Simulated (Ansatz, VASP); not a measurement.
## Two plane-wave programs on AlNi3

The input INCAR:

```
SYSTEM = AlNi3
ALGO = Fast
EDIFF = 1E-7
ENCUT = 520
GGA = PS
ISIF = 2
ISMEAR = -1
LASPH = .True.
LCHARG = .False.
LREAL = .False.
LWAVE = .False.
NBANDS = 24
NELM = 60
PREC = Accurate
SIGMA = 0.05
```

KPOINTS

```
k-points
0
Gamma
  8 8 8
  0 0 0
```

POSCAR

```
AlNi3
1.0
    0.0000000000      2.8018887551      2.8018887551
    2.8018887551      0.0000000000      2.8018887551
    2.8018887551      2.8018887551      0.0000000000
Ni Al
3 1
Direct
    0.7500000000      0.7500000000      0.7500000000
    0.0000000000      0.0000000000      0.0000000000
    0.2500000000      0.2500000000      0.2500000000
    0.5000000000      0.5000000000      0.5000000000
```

input.yaml

```yaml
crystal:
  lattice:
    - [0.0, 2.8018887551, 2.8018887551]
    - [2.8018887551, 0.0, 2.8018887551]
    - [2.8018887551, 2.8018887551, 0.0]
  atoms:
    - { symbol: Ni, position: [0.75, 0.75, 0.75] }
    - { symbol: Ni, position: [0.0, 0.0, 0.0] }
    - { symbol: Ni, position: [0.25, 0.25, 0.25] }
    - { symbol: Al, position: [0.5, 0.5, 0.5] }
hamiltonian:
  xc: pbesol
  pseudopotentials: { kind: paw }
kpoints:
  mp_grid: { grid: [8, 8, 8] }
scf:
  occupations: { method: fermi_dirac, width: 0.05 }
output:
  forces: true
  stress: true
  eigenvalues: true
```

Alike in both runs: task single point; functional PBEsol; k mesh 8 × 8 × 8; occupations fermi-dirac, width 0.05 eV; no spin polarisation.

|  | VASP | Ansatz |
| --- | --- | --- |
| version | VASP 6.6.1 | Ansatz 0.2.0 |
| potentials or method | VASP PAW PBE potentials, release 64 (Ni, Al) | Ansatz PAW |
| plane-wave cutoff (eV) | 520 | 420 |
| valence electrons in the cell | 33 | 57 |

|  | VASP | Ansatz | Ansatz less VASP |
| --- | --- | --- | --- |
| gap on the k mesh at the Fermi level (eV) | none | none | - |
| pressure (GPa) | -0.6 | -0.7 | -0.08 |

VASP's potentials were made for PBE, not for PBEsol. A gap of «none» marks a metal or a gap that the smearing closes. VASP's potentials hold 33 valence electrons a cell and Ansatz's 57, so a difference there can come from the potentials and not from the codes.
